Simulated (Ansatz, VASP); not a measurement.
## Si2W: VASP beside Ansatz

INCAR

```
SYSTEM = Si2W
PREC = Accurate
ENCUT = 520
EDIFF = 1E-7
ISMEAR = 0
SIGMA = 0.03
LREAL = .False.
LASPH = .True.
NELM = 60
ALGO = Normal
ISIF = 2
LWAVE = .False.
LCHARG = .False.
GGA = PE
NBANDS = 43
```

The input KPOINTS:

```
Automatic mesh
0
Gamma
  9 9 6
  0 0 0
```

Contents of POSCAR:

```
Si2W
1.0
    4.7444861815      0.0000000000      0.0000000000
   -2.3722430908      4.1088455611      0.0000000000
    0.0000000000      0.0000000000      6.2873930878
Si W
6 3
Direct
    0.8363432358      0.6726864716      0.5000000000
    0.1636567642      0.8363432358      0.8333333333
    0.6726864716      0.8363432358      0.1666666667
    0.1636567642      0.3273135284      0.5000000000
    0.8363432358      0.1636567642      0.8333333333
    0.3273135284      0.1636567642      0.1666666667
    0.0000000000      0.5000000000      0.1666666667
    0.5000000000      0.5000000000      0.8333333333
    0.5000000000      0.0000000000      0.5000000000
```

Input for Ansatz:

```yaml
crystal:
  lattice:
    - [4.7444861815, 0.0, 0.0]
    - [-2.3722430908, 4.1088455611, 0.0]
    - [0.0, 0.0, 6.2873930878]
  atoms:
    - { symbol: Si, position: [0.8363432358, 0.6726864716, 0.5] }
    - { symbol: Si, position: [0.1636567642, 0.8363432358, 0.8333333333] }
    - { symbol: Si, position: [0.6726864716, 0.8363432358, 0.1666666667] }
    - { symbol: Si, position: [0.1636567642, 0.3273135284, 0.5] }
    - { symbol: Si, position: [0.8363432358, 0.1636567642, 0.8333333333] }
    - { symbol: Si, position: [0.3273135284, 0.1636567642, 0.1666666667] }
    - { symbol: W, position: [0.0, 0.5, 0.1666666667] }
    - { symbol: W, position: [0.5, 0.5, 0.8333333333] }
    - { symbol: W, position: [0.5, 0.0, 0.5] }
basis:
  ecutwfc: 420
kpoints:
  mp_grid: { grid: [9, 9, 6] }
hamiltonian:
  xc: pbe
  pseudopotentials: { kind: paw, azcp: { folder: soft_1 } }
scf:
  occupations: { method: gaussian, width: 0.03 }
output:
  forces: true
  stress: true
  eigenvalues: true
```

Alike in both runs: task single point; functional PBE; k mesh 9 × 9 × 6; occupations gaussian, width 0.03 eV; no spin polarisation.

```csv
,VASP,Ansatz
version,VASP 6.6.1,Ansatz 0.2.0
potentials or method,"VASP PAW PBE potentials, release 64 (Si, W_sv), cutoff 520 eV","scalar-relativistic, plane waves, PAW"
valence electrons in the cell,66,66
```

```csv
,VASP,Ansatz,Ansatz less VASP
gap on the k mesh at the Fermi level (eV),0.13,0.13,+0.002
least direct gap on the mesh (eV),0.46,0.46,0.000
pressure (GPa),3.1,3.1,-0.02
"traceless stress, the component that is largest in VASP (GPa)",15.51,15.52,+0.008
rms of the force components (eV/Å),0.074,0.072,-0.0024
```

Atom by atom the forces differ by 0.002 eV/Å (rms over components). With one functional, cell and mesh, what is left measures potentials, basis and numerics.

Spin-orbit coupling is off throughout.
